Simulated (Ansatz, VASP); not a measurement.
## One calculation of SiC, two programs

```
Si C
1.0
     3.07536    0.00000    0.00000
    -1.53768    2.66334    0.00000
     0.00000    0.00000    5.04811
Si C
2 2
Cartesian
  0.0000 1.7756 -0.0021
  1.5377 0.8878 2.5220
  0.0000 1.7756 1.8951
  1.5377 0.8878 4.4192
```

Alike in both runs: task single point; functional LDA; k mesh 12 × 12 × 6; no spin polarisation.

|  | VASP | Ansatz |
| --- | --- | --- |
| version | VASP 6.6.1 | Ansatz 0.2.0 |
| potentials or method | VASP PAW LDA potentials, release 64 (Si, C) | plane waves, PAW |
| plane-wave cutoff (eV) | 520 | 420 |
| occupations | gaussian, width 0.01 eV | fixed |
| valence electrons in the cell | 16 | 16 |

Ansatz gave:

```
gap on the k mesh at the Fermi level (eV) : 2.16
pressure (GPa)                            : -4.2
```

**Question.** Estimate VASP's values.

**Answer.** gap on the k mesh at the Fermi level (eV): 2.15; pressure (GPa): -3.8.

LDA's correlation is that of Perdew and Zunger in VASP and of Perdew and Wang (1992) in Ansatz.
